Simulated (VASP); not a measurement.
Wanted: the native input for a VASP 6.6.1 run.

| Quantity | Value |
| --- | --- |
| Task | single point |
| Functional | PBE |
| Potentials or basis | VASP PAW PBE potentials, release 64 (Hf_pv, N) |
| Cutoff | 520 eV |
| k mesh | 9 × 9 × 9 |
| Occupations | gaussian, width 0.1 eV |
| Spin | no spin polarisation |
| Dipole correction | no |
| Further INCAR settings | ALGO = Normal; EDIFF = 1e-07; NBANDS = 14 |

The structure of HfN lies in POSCAR:

```
HfN
1.0
    3.4716425700      0.0000000000      0.0000000000
    1.7358212850      3.0065306585      0.0000000000
    1.7358212850      1.0021768862      2.8345842886
Hf N
1 1
Direct
    0.0000000000      0.0000000000      0.0000000000
    0.2500000000      0.2500000000      0.2500000000
```

These files were run (other wordings do the same):

INCAR

```
  ALGO = Normal
  EDIFF = 1E-7
  ENCUT = 520
  GGA = PE
  ISIF = 2
  ISMEAR = 0
  LASPH = T
  LCHARG = T
  LELF = T
  LREAL = F
  LVHAR = T
  LWAVE = F
  NBANDS = 14
  NELM = 100
  PREC = Accurate
  SIGMA = 0.1
```

KPOINTS

```
k-points
0
Gamma
  9 9 9
```

Potentials or basis: VASP PAW PBE potentials, release 64 (Hf_pv, N).

Command:

```console
$ cat potpaw_PBE.64/Hf_pv/POTCAR potpaw_PBE.64/N/POTCAR > POTCAR
$ mpirun -np 1 vasp_std > vasp.out
```

Results of the run:

```
Pressure               : -0.3 GPa
Band gap on the k mesh : zero (an odd number of electrons rules out a gap without spin polarisation)
```

Caveat: spin-orbit coupling is left out, which moves the levels of the heavy elements.

Wall time 16 s on 1 thread of Intel(R) Xeon(R) Platinum 8375C CPU @ 2.90GHz (Ice Lake), with other jobs on the host, peak memory 0.16 GiB.
